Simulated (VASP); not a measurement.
# Mn2RuN3 (P-6m2) in VASP: a series of runs, part 2 of 2

VASP 6.6.1. The steps go on from the part before.

## (3) Single point, PBE, collinear spin, ferromagnetic start

This run uses another cell than the first one, of 14.51 Å³/atom.

File INCAR:

```
SYSTEM = Mn2RuN3
PREC = Accurate
ENCUT = 520
EDIFF = 1E-6
ISMEAR = 0
SIGMA = 0.1
LREAL = .False.
LASPH = .True.
NELM = 150
ALGO = Normal
ISIF = 2
LWAVE = .False.
LCHARG = .True.
ISPIN = 2
MAGMOM = 4 4 1 0 0 0
LORBIT = 11
LMAXMIX = 4
GGA = PE
LELF = .True.
LVHAR = .True.
NBANDS = 40
```

File KPOINTS:

```
regular mesh
0
Gamma
  6 6 2
  0 0 0
```

File POSCAR:

```
Mn2RuN3
1.0
    3.7644250370      0.0000000000      0.0000000000
   -1.8822125185      3.2600877127      0.0000000000
    0.0000000000      0.0000000000      7.0959324116
Mn Ru N
2 1 3
Direct
    0.3333333333      0.6666666667      0.5000000000
    0.3333333333      0.6666666667      0.0000000000
    0.6666666667      0.3333333333      0.5000000000
    0.3333333333      0.6666666667      0.2550801346
    0.3333333333      0.6666666667      0.7449198654
    0.6666666667      0.3333333333      0.0000000000
```

Potentials or basis: VASP PAW PBE potentials, release 64 (Mn_pv, Ru_pv, N).

The run is started by

```bash
cat potpaw_PBE.64/Mn_pv/POTCAR potpaw_PBE.64/Ru_pv/POTCAR potpaw_PBE.64/N/POTCAR > POTCAR
mpirun -np 1 vasp_std > vasp.out
```

OUTCAR:

```text
SYSTEM = Mn2RuN3
   PREC = Accurate
   ENCUT = 520
   EDIFF = 1E-6
   ISMEAR = 0
   LREAL = .False.
   LASPH = .True.
   NELM = 150
   ISIF = 2
   ISPIN = 2
   LORBIT = 11
   GGA = PE

 ion  position               nearest neighbor table
   1  0.333  0.667  0.500-   4 1.74   5 1.74   3 2.17   3 2.17   3 2.17
   2  0.333  0.667  0.000-   4 1.81   5 1.81   6 2.17   6 2.17   6 2.17
   3  0.667  0.333  0.500-   1 2.17   1 2.17   1 2.17
   4  0.333  0.667  0.255-   1 1.74   2 1.81
   5  0.333  0.667  0.745-   1 1.74   2 1.81
   6  0.667  0.333  0.000-   2 2.17   2 2.17   2 2.17

  LATTYP: Found a hexagonal cell.
 ALAT       =     3.7644250370
 C/A-ratio  =     1.8849976668

  Lattice vectors:

 A1 = (   3.7644250370,   0.0000000000,   0.0000000000)
 A2 = (  -1.8822125185,   3.2600877127,   0.0000000000)
 A3 = (   0.0000000000,   0.0000000000,   7.0959324116)

[... 1380 lines left out ...]
  -------------------------------------------------------------------------------------
  Total       -2.8669590     -2.8669590     -2.2607349      0.0000000     -0.0000000      0.0000000
  in kB      -52.7466217    -52.7466217    -41.5932458      0.0000000     -0.0000000      0.0000000
  external PRESSURE =     -49.0288297 kB  Pullay stress =       0.0000000 kB

 VOLUME and BASIS-vectors are now :
 -----------------------------------------------------------------------------
  energy-cutoff  :      520.00
  volume of cell :       87.08
      direct lattice vectors                 reciprocal lattice vectors
     3.764425037  0.000000000  0.000000000     0.265644817  0.153370107  0.000000000
    -1.882212519  3.260087713  0.000000000     0.000000000  0.306740213  0.000000000
     0.000000000  0.000000000  7.095932412     0.000000000  0.000000000  0.140925807

 POSITION                                       TOTAL-FORCE (eV/Angst)
 -----------------------------------------------------------------------------------
     -0.00000      2.17339      3.54797         0.000000      0.000000      0.000000
     -0.00000      2.17339      0.00000         0.000000     -0.000000      0.000000
      1.88221      1.08670      3.54797        -0.000000     -0.000000      0.000000
     -0.00000      2.17339      1.81003         0.000000     -0.000000     -0.741550
     -0.00000      2.17339      5.28590        -0.000000     -0.000000      0.741550
      1.88221      1.08670      0.00000         0.000000     -0.000000      0.000000
 -----------------------------------------------------------------------------------
    total drift:                                0.000003     -0.000002      0.000000

  FREE ENERGIE OF THE ION-ELECTRON SYSTEM (eV)
  ---------------------------------------------------
  free  energy   TOTEN  =       -44.0928795668 eV

  energy  without entropy=      -44.0513925641  energy(sigma->0) =      -44.07213607

 total charge

# of ion       s       p       d       tot
------------------------------------------
    1        0.529   6.592   5.408  12.528
    2        0.320   6.375   4.999  11.694
    3        0.368   6.163   6.141  12.672
    4        1.317   2.281   0.000   3.598
    5        1.317   2.281   0.000   3.598
    6        1.299   2.108   0.000   3.407
--------------------------------------------------
tot          5.151  25.799  16.547  47.497

 magnetization (x)

# of ion       s       p       d       tot
------------------------------------------
    1       -0.002   0.011   0.134   0.143
    2        0.001   0.008  -0.092  -0.084
    3        0.020   0.012   0.961   0.992
    4        0.004   0.096   0.000   0.100
    5        0.004   0.096   0.000   0.100
    6        0.000  -0.022   0.000  -0.022
--------------------------------------------------
tot          0.027   0.200   1.002   1.229
```

OSZICAR:

```text
N       E                     dE             d eps       ncg     rms          rms(c)
DAV:   1     0.654375180073E+03    0.65438E+03   -0.31020E+04  2272   0.153E+03
DAV:   2    -0.105398758776E+01   -0.65543E+03   -0.61736E+03  2352   0.463E+02
DAV:   3    -0.569609561429E+02   -0.55907E+02   -0.52870E+02  2712   0.140E+02
DAV:   4    -0.585592262735E+02   -0.15983E+01   -0.15934E+01  2416   0.242E+01
[... 28 lines left out ...]
DAV:  33    -0.440928721181E+02    0.54476E-05   -0.13467E-04  2728   0.353E-02    0.779E-02
DAV:  34    -0.440928768407E+02   -0.47226E-05   -0.49088E-05  2224   0.223E-02    0.492E-02
DAV:  35    -0.440928791319E+02   -0.22912E-05   -0.17318E-05  2312   0.157E-02    0.328E-02
DAV:  36    -0.440928791073E+02    0.24614E-07   -0.16400E-05  2352   0.130E-02    0.135E-02
DAV:  37    -0.440928795668E+02   -0.45951E-06   -0.39490E-06  2040   0.659E-03
   1 F= -.44092880E+02 E0= -.44072136E+02  d E =-.414870E-01  mag=     1.3742
```

stdout:

```text
POSCAR found type information on POSCAR MnRuN
 POSCAR found :  3 types and       6 ions
 scaLAPACK will be used
 LDA part: xc-table for (Slater+PW92), standard interpolation
 POSCAR, INCAR and KPOINTS ok, starting setup
 FFT: planning ... GRIDC
 FFT: planning ... GRID_SOFT
 FFT: planning ... GRID
 WAVECAR not read
 entering main loop
```

Run time: 2 min. Hardware: 1 thread of Intel Xeon 6975P-C (Granite Rapids), shared host; peak memory 0.27 GiB.

Results:

| Item | Value |
| --- | --- |
| Free energy | -44.0929 eV |
| Pressure | -4.9 GPa |
| Largest force | 0.742 eV/Å |
| Net moment | 1.37 μB per cell |
| Site moments | Mn +0.14, -0.08; Ru +0.99; N +0.10, -0.02 (each value once) μB |
| Valence electrons inside the program's atomic spheres | Mn 12.53, 11.69; Ru 12.67; N 3.60, 3.41 (each value once) |

Forces in eV/Å, atoms in the order of the input:
```
Mn   0.000  0.000  0.000
Mn   0.000  0.000  0.000
Ru   0.000  0.000  0.000
N    0.000  0.000 -0.742
N    0.000  0.000  0.742
N    0.000  0.000  0.000
```

Caveat: the k points lie up to 0.44 Å⁻¹ apart; the run started ferromagnetic, and an antiferromagnetic order may lie lower in energy. With open d or f shells a metallic result of PBE can be an artefact of self-interaction; +U or a hybrid may open a gap.

## (4) Single point, PBE, collinear spin, ferrimagnetic start

This run uses another cell than the first one, of 14.52 Å³/atom.

File INCAR:

```
SYSTEM = Mn2RuN3
ALGO = Normal ; EDIFF = 1E-7
ENCUT = 520 ; GGA = PE
ISIF = 2 ; ISMEAR = 0
ISPIN = 2 ; LASPH = .True.
LCHARG = .False. ; LMAXMIX = 4
LORBIT = 11 ; LREAL = .False.
LWAVE = .False. ; MAGMOM = 1.44 1.44 0.36 -0.44 -0.44 -0.44
NBANDS = 40 ; NELM = 150
PREC = Accurate ; SIGMA = 0.1
```

File KPOINTS:

```
k-points
0
Gamma
  6 6 4
  0 0 0
```

File POSCAR:

```
Mn2RuN3
1.0
    3.7644169735      0.0000000000      0.0000000000
   -1.8822084867      3.2600807295      0.0000000000
    0.0000000000      0.0000000000      7.0969485881
Mn Ru N
2 1 3
Direct
    0.3333333333      0.6666666667      0.5000000000
    0.3333333333      0.6666666667      0.0000000000
    0.6666666667      0.3333333333      0.5000000000
    0.3333333333      0.6666666667      0.2549780760
    0.3333333333      0.6666666667      0.7450219240
    0.6666666667      0.3333333333      0.0000000000
```

The run is started by

```bash
cat potpaw_PBE.64/Mn_pv/POTCAR potpaw_PBE.64/Ru_pv/POTCAR potpaw_PBE.64/N/POTCAR > POTCAR
mpirun -np 1 vasp_std > vasp.out
```

Wall time 2.2 min (1 thread of Intel Xeon 6975P-C (Granite Rapids), shared host); peak memory 0.3 GiB.

The run converged. Its results:

```yaml
Free_energy: -44.1806 eV
Pressure: -5.3 GPa
Largest_force: 0.845 eV/Å
Net_moment: 1.13 μB per cell
Site_moments: Mn +0.16, -0.02; Ru +0.80; N +0.06, -0.03 (each value once) μB
Valence_electrons_inside_the_program's_atomic_spheres: Mn 12.52, 11.69; Ru 12.67; N 3.60, 3.40 (each value once)
```

Forces on the atoms (eV/Å):
```
Mn   0.000  0.000  0.000
Mn   0.000  0.000  0.000
Ru   0.000  0.000  0.000
N    0.000  0.000 -0.845
N    0.000  0.000  0.845
N    0.000  0.000  0.000
```

Stress tensor (GPa, compression positive):
```
-6.01  0.00  0.00
 0.00 -6.01  0.00
 0.00  0.00 -4.01
```

Levels at points of the mesh, in eV from the Fermi level:
Spin up:
```csv
k point,band 26,band 27,band 28,band 29,band 30,band 31
"(0.00, 0.00, 0.00)",-0.71,-0.71,-0.60,-0.51,-0.15,-0.15
"(0.50, 0.00, 0.00)",-0.66,-0.46,-0.26,0.39,0.46,0.60
"(0.00, 0.00, 0.50)",-1.23,-0.68,-0.68,0.06,1.14,1.14
"(0.50, 0.00, 0.50)",-0.53,-0.49,-0.20,0.43,0.49,0.64
```
Spin down:
```csv
k point,band 25,band 26,band 27,band 28,band 29,band 30
"(0.00, 0.00, 0.00)",-1.14,-0.55,-0.52,-0.52,0.04,0.27
"(0.50, 0.00, 0.00)",-1.31,-0.41,-0.23,0.16,0.34,0.64
"(0.00, 0.00, 0.50)",-1.14,-1.09,-0.13,-0.13,0.52,1.20
"(0.50, 0.00, 0.50)",-0.44,-0.25,-0.13,0.06,0.38,0.63
```

Caveat: the cell stands under tension. With open d or f shells a metallic result of PBE can be an artefact of self-interaction; +U or a hybrid may open a gap.

## (5) The runs side by side

```tsv
spin	cell	k mesh	gap on the mesh (eV)	pressure (GPa)	moment (μB)	largest force (eV/Å)
collinear, ferromagnetic start	a = 3.465, b = 3.465, c = 8.208 Å, angles 90.0, 90.0, 120.0°, 6 atoms, atomic positions A	6 × 6 × 2	none	53.8	0.93	21.87
collinear, ferromagnetic start	a = 3.764, b = 3.764, c = 7.096 Å, angles 90.0, 90.0, 120.0°, 6 atoms, atomic positions B	6 × 6 × 2	none	-4.9	1.37	0.74
collinear, ferrimagnetic start	a = 3.764, b = 3.764, c = 7.097 Å, angles 90.0, 90.0, 120.0°, 6 atoms, atomic positions C	6 × 6 × 4	none	-5.3	1.13	0.85
```

Alike in all rows: task single point; level PBE; potentials or basis VASP PAW PBE potentials, release 64 (Mn_pv, Ru_pv, N); cutoff (eV) 520; smearing gaussian 0.1 eV.

Caveats: some runs use coarse meshes; atoms lie so close that the PAW spheres overlap strongly, which falsifies energies and pressures (at least some runs); forces of over 1 eV/Å act on the atoms, so gaps and moduli don't describe the material at rest (at least some runs); the run started ferromagnetic, and an antiferromagnetic order may lie lower in energy (at least some runs); the cell stands under tension (at least some runs).

Total energies depend on the potentials used, so only differences within one code and one set of settings carry meaning.
